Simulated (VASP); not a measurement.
Wanted: the native input for a VASP 6.6.1 run.

```
Task                   : single point
Functional             : PBEsol
Potentials or basis    : VASP PAW PBE potentials, release 64 (Ta_pv, C)
Cutoff                 : 520 eV
k mesh                 : 12 × 12 × 12
Occupations            : gaussian, width 0.15 eV
Spin                   : no spin polarisation
Dipole correction      : no
Further INCAR settings : ALGO = Normal; EDIFF = 1e-07; NBANDS = 37
```

The structure of Ta4C3 lies in POSCAR:

```
Ta4C3
1.0
    1.4740548938      0.8510459897     10.1645109695
   -1.4740548938      0.8510459897     10.1645109695
    0.0000000000     -1.7020919794     10.1645109695
Ta C
4 3
Direct
    0.3733722057      0.3733722057      0.3733722057
    0.6244615989      0.6244615989      0.6244615989
    0.2096180968      0.2096180968      0.2096180968
    0.7943974385      0.7943974385      0.7943974385
    0.5025935066      0.5025935066      0.5025935066
    0.9960170748      0.9960170748      0.9960170748
    0.0845400886      0.0845400886      0.0845400886
```

This cell differs from its parent crystal: strain -0.0500 x Voigt [1, 1, 0, 0, 0, 0].

The input as run:

INCAR

```
PREC = Accurate
ENCUT = 520
EDIFF = 1E-7
ISMEAR = 0
SIGMA = 0.15
LREAL = False
LASPH = True
NELM = 100
ALGO = Normal
ISIF = 2
LWAVE = False
LCHARG = False
GGA = PS
NBANDS = 37
```

KPOINTS

```
Automatic mesh
0
Gamma
  12 12 12
```

Potentials or basis: VASP PAW PBE potentials, release 64 (Ta_pv, C).

The run is started by

```console
$ cat potpaw_PBE.64/Ta_pv/POTCAR potpaw_PBE.64/C/POTCAR > POTCAR
$ mpirun -np 1 vasp_std > vasp.out
```

It gave:

```json
{"Pressure": "41.2 GPa", "Largest force": "1.472 eV/Å", "Band gap on the k mesh": "zero (bands 28 and 29 overlap by 0.46 eV)"}
```

Caveat: the cell differs from its parent crystal (strain -0.0500 x Voigt [1, 1, 0, 0, 0, 0]); the cell stands under pressure; the PAW data sets were made with another functional, which shifts forces and pressure a little; spin-orbit coupling is left out, which moves the levels of the heavy elements.

It took 73 min on 1 thread of Intel(R) Xeon(R) 6975P-C (Granite Rapids), with other jobs on the host, peak memory 1.2 GiB.
